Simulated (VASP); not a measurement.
# TiAl in VASP: further runs, part 2 of 2

VASP 6.6.1. Earlier steps stand in the parts before.

**3. Single point, r2SCAN**

Input file POSCAR:

```
TiAl
1.0
    3.0180000000     -0.0503000000      0.0000000000
   -0.0503000000      3.0180000000      0.0000000000
    0.0000000000      0.0000000000      3.0180000000
Ti Al
1 1
Direct
    0.5000000000      0.5000000000      0.5000000000
    0.0000000000      0.0000000000      0.0000000000
```

Input file INCAR.step1:

```
PREC = Accurate
ENCUT = 520
ISMEAR = 1
SIGMA = 0.1
LREAL = F
LASPH = T
NELM = 60
NBANDS = 14
GGA = PE
ALGO = Normal
EDIFF = 1E-4
LWAVE = T
LCHARG = F
```

Input file INCAR.step2:

```
PREC = Accurate
ENCUT = 520
EDIFF = 1E-7
ISMEAR = 1
SIGMA = 0.1
LREAL = F
LASPH = T
NELM = 60
ALGO = Normal
ISIF = 2
LWAVE = F
LCHARG = T
METAGGA = R2SCAN
LMIXTAU = T
LELF = T
LVHAR = T
NBANDS = 14
ISTART = 1
```

Input file KPOINTS:

```
Automatic mesh
0
Gamma
  11 11 11
```

Potentials or basis: VASP PAW PBE potentials, release 64 (Ti_sv, Al).

The run is started by

```sh
cat potpaw_PBE.64/Ti_sv/POTCAR potpaw_PBE.64/Al/POTCAR > POTCAR
cp INCAR.step1 INCAR
mpirun -np 1 vasp_std > vasp.out
cp INCAR.step2 INCAR
mpirun -np 1 vasp_std > vasp.out
```

OUTCAR:

```text
PREC = Accurate
   ENCUT = 520
   EDIFF = 1E-7
   ISMEAR = 1
   LREAL = F
   LASPH = T
   NELM = 60
   ISIF = 2
   METAGGA = R2SCAN
   ISTART = 1

 ion  position               nearest neighbor table
   1  0.500  0.500  0.500-   2 2.58   2 2.58   2 2.58   2 2.58   2 2.64   2 2.64   2 2.64   2 2.64

   2  0.000  0.000  0.000-   1 2.58   1 2.58   1 2.58   1 2.58   1 2.64   1 2.64   1 2.64   1 2.64

  LATTYP: Found a base centered orthorhombic cell.
 ALAT       =     4.1969615891
 B/A-ratio  =     1.0338983051
 C/A-ratio  =     0.7190916419

  Lattice vectors:

 A1 = (   3.0180000000,  -0.0503000000,   0.0000000000)
 A2 = (  -0.0503000000,   3.0180000000,   0.0000000000)
 A3 = (   0.0000000000,   0.0000000000,   3.0180000000)

Analysis of symmetry for initial positions (statically):
=====================================================================
 Subroutine PRICEL returns:
 Original cell was already a primitive cell.

 Routine SETGRP: Setting up the symmetry group for a
 base centered orthorhombic supercell.

 Subroutine GETGRP returns: Found  8 space group operations
 (whereof  8 operations were pure point group operations)
 out of a pool of  8 trial point group operations.

The static configuration has the point symmetry D_2h.

Analysis of symmetry for dynamics (positions and initial velocities):
=====================================================================
 Subroutine PRICEL returns:
 Original cell was already a primitive cell.

 Routine SETGRP: Setting up the symmetry group for a
 base centered orthorhombic supercell.

 Subroutine GETGRP returns: Found  8 space group operations
 (whereof  8 operations were pure point group operations)
 out of a pool of  8 trial point group operations.

[... 118 lines left out ...]
   IMIX   =      4    mixing-type and parameters
     AMIX     =   0.40;   BMIX     =  1.00
     AMIX_MAG =   1.60;   BMIX_MAG =  1.00
  volume/ion in A,a.u.               =      13.74        92.73
  Fermi-wavevector in a.u.,A,eV,Ry     =   1.337908  2.528279 24.354397  1.789998
  Thomas-Fermi vector in A             =   2.466420
   LORBIT       =      0    0 simple, 1 ext, 2 COOP (PROOUT), +10 PAW based schemes
   METAGGA = R2SCAN    functional components
   LHFCALC =     F    Hartree Fock is set to
   AEXX    =    0.0000 exact exchange contribution
   IVDW    =     0    specifies the selected vdW correction
   LEPSILON=     F    determine dielectric tensor
   LRPA    =     F    only Hartree local field effects (RPA)
 non-spin polarized calculation
 Methfessel and Paxton  Order N= 1 SIGMA  =   0.10
  energy-cutoff  :      520.00
  volume of cell :       27.48
 maximum number of plane-waves:       757
   NGX = 11   NGY = 11   NGZ = 11

 number of electron      14.9999999 magnetization

 Free energy of the ion-electron system (eV)
  ---------------------------------------------------
  ext. energy  EPLUGINS =         0.00000000
  ---------------------------------------------------
  free energy    TOTEN  =       -19.99988705 eV

  energy without entropy =      -19.99981868  energy(sigma->0) =      -19.99986426

 E-fermi :  10.5987     XC(G=0): -12.6420

 val. band max:       10.5984917861   @ k =  -0.2727   0.1818   0.3636
 cond. band min:      10.6003772798   @ k =   0.3636   0.2727   0.1818
 fundamental gap:      0.0018854937
 Fermi energy:        10.5986922054

 k-point     1 :       0.0000    0.0000    0.0000
  band No.  band energies     occupation
      1     -48.3292      2.00000
      2     -23.4973      2.00000
      3     -23.4676      2.00000
      4     -23.4382      2.00000
      5       0.0312      2.00000
      6       8.5285      2.00000
      7       8.5382      2.00000
      8      12.9265      0.00000
      9      13.0251      0.00000
     10      13.1488      0.00000
     11      16.0673      0.00000
     12      16.0857      0.00000
     13      16.1268      0.00000
     14      20.6428      0.00000
[... 377 lines left out ...]
      1     -48.3106      2.00000
      2     -23.5747      2.00000
      3     -23.5313      2.00000
      4     -23.4510      2.00000
      5       1.2048      2.00000
      6       8.5260      2.00000
      7       8.6219      2.00000
      8      11.1445     -0.00000
      9      12.1916     -0.00000
     10      12.4867     -0.00000
     11      14.9329      0.00000
     12      16.3822      0.00000
     13      18.3849      0.00000
     14      20.1411      0.00000

 [... further k-points ...]
[... 5 lines left out ...]
  --------------------------------------------------------------------------------------
  -------------------------------------------------------------------------------------
  Total        4.1144335      4.1144335      4.1846966      0.7443546      0.0000000      0.0000000
  in kB      239.8742202    239.8742202    243.9706076     43.3963678      0.0000000      0.0000000
  external PRESSURE =     241.2396827 kB  Pullay stress =       0.0000000 kB

 VOLUME and BASIS-vectors are now :
 -----------------------------------------------------------------------------
  energy-cutoff  :      520.00
  volume of cell :       27.48
      direct lattice vectors                 reciprocal lattice vectors
     3.018000000 -0.050300000  0.000000000     0.331437328  0.005523955  0.000000000
    -0.050300000  3.018000000  0.000000000     0.005523955  0.331437328  0.000000000
     0.000000000  0.000000000  3.018000000     0.000000000  0.000000000  0.331345262

 POSITION                                       TOTAL-FORCE (eV/Angst)
 -----------------------------------------------------------------------------------
      1.48385      1.48385      1.50900        -0.000000      0.000000      0.000000
      0.00000      0.00000      0.00000         0.000000      0.000000      0.000000
 -----------------------------------------------------------------------------------
    total drift:                                0.000000     -0.000000     -0.000000

  FREE ENERGIE OF THE ION-ELECTRON SYSTEM (eV)
  ---------------------------------------------------
  free  energy   TOTEN  =       -19.9998870465 eV

  energy  without entropy=      -19.9998186794  energy(sigma->0) =      -19.99986426
```

OUTCAR.step1:

```text
PREC = Accurate
   ENCUT = 520
   ISMEAR = 1
   LREAL = F
   LASPH = T
[... 631 lines left out ...]
 -----------------------------------------------------------------------------------
      1.48385      1.48385      1.50900         0.000000      0.000000      0.000000
      0.00000      0.00000      0.00000        -0.000000      0.000000      0.000000
 -----------------------------------------------------------------------------------
    total drift:                                0.000000     -0.000000     -0.000000

  FREE ENERGIE OF THE ION-ELECTRON SYSTEM (eV)
  ---------------------------------------------------
  free  energy   TOTEN  =       -11.7668782696 eV

  energy  without entropy=      -11.7662637572  energy(sigma->0) =      -11.76667343
```

OSZICAR.step1:

```text
N       E                     dE             d eps       ncg     rms          rms(c)
DAV:   1     0.114524929003E+03    0.11452E+03   -0.71895E+03  6094   0.111E+03
DAV:   2    -0.344924316451E+01   -0.11797E+03   -0.11328E+03  6234   0.316E+02
DAV:   3    -0.124891816975E+02   -0.90399E+01   -0.87357E+01 10216   0.773E+01
DAV:   4    -0.131589170344E+02   -0.66974E+00   -0.66794E+00  6964   0.161E+01
DAV:   5    -0.131765861839E+02   -0.17669E-01   -0.17662E-01  8246   0.272E+00    0.117E+01
DAV:   6    -0.117783354838E+02    0.13983E+01   -0.40188E+00  6840   0.290E+01    0.299E+00
DAV:   7    -0.117661299961E+02    0.12205E-01   -0.21031E-01  6916   0.601E+00    0.216E+00
DAV:   8    -0.117672461265E+02   -0.11161E-02   -0.46609E-02  8920   0.187E+00    0.463E-01
DAV:   9    -0.117667444732E+02    0.50165E-03   -0.41396E-03  7214   0.763E-01    0.171E-01
DAV:  10    -0.117668813410E+02   -0.13687E-03   -0.54090E-04  6300   0.285E-01    0.396E-02
DAV:  11    -0.117668782696E+02    0.30714E-05   -0.33375E-05  3504   0.512E-02
   1 F= -.11766878E+02 E0= -.11766673E+02  d E =-.614512E-03
```

Wall time 3.8 min (1 thread of Intel Xeon Platinum 8375C at 2.90GHz (Ice Lake), shared host); peak memory 0.21 GiB.

Results:

```
Free energy : -19.9999 eV
Pressure    : 24.1 GPa
```

Caveat: the PAW data sets were made with another functional, which shifts forces and pressure a little.

**4. Single point, r2SCAN**

Input file POSCAR:

```
TiAl
1.0
    3.0180000000      0.0503000000      0.0000000000
    0.0503000000      3.0180000000      0.0000000000
    0.0000000000      0.0000000000      3.0180000000
Ti Al
1 1
Direct
    0.5000000000      0.5000000000      0.5000000000
    0.0000000000      0.0000000000      0.0000000000
```

Input file INCAR.step1:

```
SYSTEM = TiAl
PREC = Accurate
ENCUT = 520
ISMEAR = 1
SIGMA = 0.1
LREAL = .False.
LASPH = .True.
NELM = 100
NBANDS = 14
GGA = PE
ALGO = Normal
EDIFF = 1E-4
LWAVE = .True.
LCHARG = .False.
```

Input file INCAR.step2:

```
SYSTEM = TiAl
PREC = Accurate
ENCUT = 520
EDIFF = 1E-7
ISMEAR = 1
SIGMA = 0.1
LREAL = .False.
LASPH = .True.
NELM = 100
ALGO = Normal
ISIF = 2
LWAVE = .False.
LCHARG = .False.
METAGGA = R2SCAN
LMIXTAU = .True.
NBANDS = 14
ISTART = 1
```

Input file KPOINTS:

```
regular mesh
0
Gamma
  11 11 11
  0 0 0
```

The run is started by

```sh
cat potpaw_PBE.64/Ti_sv/POTCAR potpaw_PBE.64/Al/POTCAR > POTCAR
cp INCAR.step1 INCAR
mpirun -np 1 vasp_std > vasp.out
cp INCAR.step2 INCAR
mpirun -np 1 vasp_std > vasp.out
```

Wall time 4 min (1 thread of Intel Xeon Platinum 8375C at 2.90GHz (Ice Lake), shared host); peak memory 0.21 GiB.

It converged, with:

```
Free energy : -19.9999 eV
Pressure    : 24.1 GPa
```

Stress tensor (GPa, compression positive):
```
23.99 -4.34  0.00
-4.34 23.99  0.00
 0.00  0.00 24.40
```

Levels at points of the mesh, in eV from the Fermi level:
| k point | band 3 | band 4 | band 5 | band 6 | band 7 | band 8 | band 9 | band 10 | band 11 | band 12 |
| --- | --- | --- | --- | --- | --- | --- | --- | --- | --- | --- |
| (0.00, 0.00, 0.00) | -34.07 | -34.04 | -10.57 | -2.07 | -2.06 | 2.33 | 2.43 | 2.55 | 5.47 | 5.49 |

Caveat: the PAW data sets were made with another functional, which shifts forces and pressure a little.

**5. Single point, r2SCAN**

Input file POSCAR:

```
TiAl
1.0
    3.0180000000     -0.0251500000      0.0000000000
   -0.0251500000      3.0180000000      0.0000000000
    0.0000000000      0.0000000000      3.0180000000
Ti Al
1 1
Direct
    0.5000000000      0.5000000000      0.5000000000
    0.0000000000      0.0000000000      0.0000000000
```

INCAR.step1 is that of step 4.

INCAR.step2 is that of step 4.

Input file KPOINTS:

```
Automatic mesh
0
Gamma
  11 11 11
  0 0 0
```

Potentials or basis: VASP PAW PBE potentials, release 64 (Ti_sv, Al).

The run is started by

```sh
cat potpaw_PBE.64/Ti_sv/POTCAR potpaw_PBE.64/Al/POTCAR > POTCAR
cp INCAR.step1 INCAR
mpirun -np 1 vasp_std > vasp.out
cp INCAR.step2 INCAR
mpirun -np 1 vasp_std > vasp.out
```

OUTCAR:

```text
SYSTEM = TiAl
   PREC = Accurate
   ENCUT = 520
   EDIFF = 1E-7
   ISMEAR = 1
   LREAL = .False.
   LASPH = .True.
   NELM = 100
   ISIF = 2
   METAGGA = R2SCAN
   ISTART = 1

 ion  position               nearest neighbor table
   1  0.500  0.500  0.500-   2 2.60   2 2.60   2 2.60   2 2.60   2 2.63   2 2.63   2 2.63   2 2.63

   2  0.000  0.000  0.000-   1 2.60   1 2.60   1 2.60   1 2.60   1 2.63   1 2.63   1 2.63   1 2.63

  LATTYP: Found a base centered orthorhombic cell.
 ALAT       =     4.2325290601
 B/A-ratio  =     1.0168067227
 C/A-ratio  =     0.7130488550

  Lattice vectors:

 A1 = (   3.0180000000,  -0.0251500000,   0.0000000000)
 A2 = (  -0.0251500000,   3.0180000000,   0.0000000000)
 A3 = (   0.0000000000,   0.0000000000,   3.0180000000)

Analysis of symmetry for initial positions (statically):
=====================================================================
 Subroutine PRICEL returns:
 Original cell was already a primitive cell.

 Routine SETGRP: Setting up the symmetry group for a
 base centered orthorhombic supercell.

 Subroutine GETGRP returns: Found  8 space group operations
 (whereof  8 operations were pure point group operations)
 out of a pool of  8 trial point group operations.

[... 171 lines left out ...]
      1     -48.3304      2.00000
      2     -23.4847      2.00000
      3     -23.4685      2.00000
      4     -23.4527      2.00000
      5       0.0289      2.00000
      6       8.5288      2.00000
      7       8.5310      2.00000
      8      12.9827      0.00000
      9      13.0363      0.00000
     10      13.0960      0.00000
     11      16.0713      0.00000
     12      16.0837      0.00000
     13      16.1019      0.00000
     14      20.6313      0.00000
[... 377 lines left out ...]
      1     -48.3117      2.00000
      2     -23.5638      2.00000
      3     -23.5449      2.00000
      4     -23.4518      2.00000
      5       1.2236      2.00000
      6       8.4723      2.00000
      7       8.6166      2.00000
      8      11.1989     -0.00000
      9      12.1418     -0.00000
     10      12.5312     -0.00000
     11      14.9444      0.00000
     12      16.2693      0.00000
     13      18.4213      0.00000
     14      20.1339      0.00000

 [... further k-points ...]
[... 5 lines left out ...]
  --------------------------------------------------------------------------------------
  -------------------------------------------------------------------------------------
  Total        4.1099126      4.1099126      4.1317183      0.3638530      0.0000000      0.0000000
  in kB      239.5607259    239.5607259    240.8317491     21.2084538      0.0000000      0.0000000
  external PRESSURE =     239.9844003 kB  Pullay stress =       0.0000000 kB

 VOLUME and BASIS-vectors are now :
 -----------------------------------------------------------------------------
  energy-cutoff  :      520.00
  volume of cell :       27.49
      direct lattice vectors                 reciprocal lattice vectors
     3.018000000 -0.025150000  0.000000000     0.331368273  0.002761402  0.000000000
    -0.025150000  3.018000000  0.000000000     0.002761402  0.331368273  0.000000000
     0.000000000  0.000000000  3.018000000     0.000000000  0.000000000  0.331345262

 POSITION                                       TOTAL-FORCE (eV/Angst)
 -----------------------------------------------------------------------------------
      1.49642      1.49642      1.50900        -0.000000      0.000000      0.000000
      0.00000      0.00000      0.00000         0.000000      0.000000      0.000000
 -----------------------------------------------------------------------------------
    total drift:                                0.000000     -0.000000     -0.000000

  FREE ENERGIE OF THE ION-ELECTRON SYSTEM (eV)
  ---------------------------------------------------
  free  energy   TOTEN  =       -20.0099543148 eV

  energy  without entropy=      -20.0095429275  energy(sigma->0) =      -20.00981719
```

OUTCAR.step1:

```text
SYSTEM = TiAl
   PREC = Accurate
   ENCUT = 520
   ISMEAR = 1
   LREAL = .False.
   LASPH = .True.
[... 632 lines left out ...]
      1.49642      1.49642      1.50900         0.000000      0.000000      0.000000
      0.00000      0.00000      0.00000        -0.000000      0.000000      0.000000
 -----------------------------------------------------------------------------------
    total drift:                                0.000000     -0.000000     -0.000000

  FREE ENERGIE OF THE ION-ELECTRON SYSTEM (eV)
  ---------------------------------------------------
  free  energy   TOTEN  =       -11.7763916035 eV

  energy  without entropy=      -11.7757945569  energy(sigma->0) =      -11.77619259
```

OSZICAR.step1:

```text
N       E                     dE             d eps       ncg     rms          rms(c)
DAV:   1     0.114957809777E+03    0.11496E+03   -0.71855E+03  6088   0.111E+03
DAV:   2    -0.335812970643E+01   -0.11832E+03   -0.11367E+03  6222   0.318E+02
DAV:   3    -0.125175562265E+02   -0.91594E+01   -0.89022E+01 10290   0.774E+01
DAV:   4    -0.131675994026E+02   -0.65004E+00   -0.64858E+00  7024   0.159E+01
DAV:   5    -0.131843097870E+02   -0.16710E-01   -0.16703E-01  8108   0.263E+00    0.117E+01
DAV:   6    -0.117883705528E+02    0.13959E+01   -0.40149E+00  6846   0.290E+01    0.299E+00
DAV:   7    -0.117757983793E+02    0.12572E-01   -0.21048E-01  6856   0.602E+00    0.217E+00
DAV:   8    -0.117767732598E+02   -0.97488E-03   -0.46620E-02  8940   0.187E+00    0.466E-01
DAV:   9    -0.117762589500E+02    0.51431E-03   -0.41629E-03  7232   0.770E-01    0.171E-01
DAV:  10    -0.117763935928E+02   -0.13464E-03   -0.54772E-04  6366   0.285E-01    0.397E-02
DAV:  11    -0.117763916035E+02    0.19892E-05   -0.35093E-05  3530   0.518E-02
   1 F= -.11776392E+02 E0= -.11776193E+02  d E =-.597047E-03
```

It took 3.8 min on 1 thread of Intel Xeon Platinum 8375C at 2.90GHz (Ice Lake), shared host; peak memory 0.21 GiB.

What came out:

| Item | Value |
| --- | --- |
| Free energy | -20.0100 eV |
| Pressure | 24.0 GPa |

Stress tensor (GPa, compression positive):
```
23.96  2.12  0.00
 2.12 23.96  0.00
 0.00  0.00 24.08
```

Caveat: the PAW data sets were made with another functional, which shifts forces and pressure a little.

**6. Summary**

```csv
cell,gap on the mesh (eV),pressure (GPa)
"a = 3.018 Å, 2 atoms",none,24.0
"a = 3.018 Å, angles 90.0, 90.0, 91.9°, 2 atoms",none,24.1
"a = 3.018 Å, angles 90.0, 90.0, 88.1°, 2 atoms",none,24.1
"a = 3.018 Å, angles 90.0, 90.0, 91.0°, 2 atoms",none,24.0
```

Alike in all rows: task single point; level r2SCAN; potentials or basis VASP PAW PBE potentials, release 64 (Ti_sv, Al); no spin polarisation; k mesh 11 × 11 × 11; cutoff (eV) 520; smearing methfessel-paxton 0.1 eV.

Caveats: the PAW data sets were made with another functional, which shifts forces and pressure a little.

Total energies depend on the potentials used, so only differences within one code and one set of settings carry meaning.
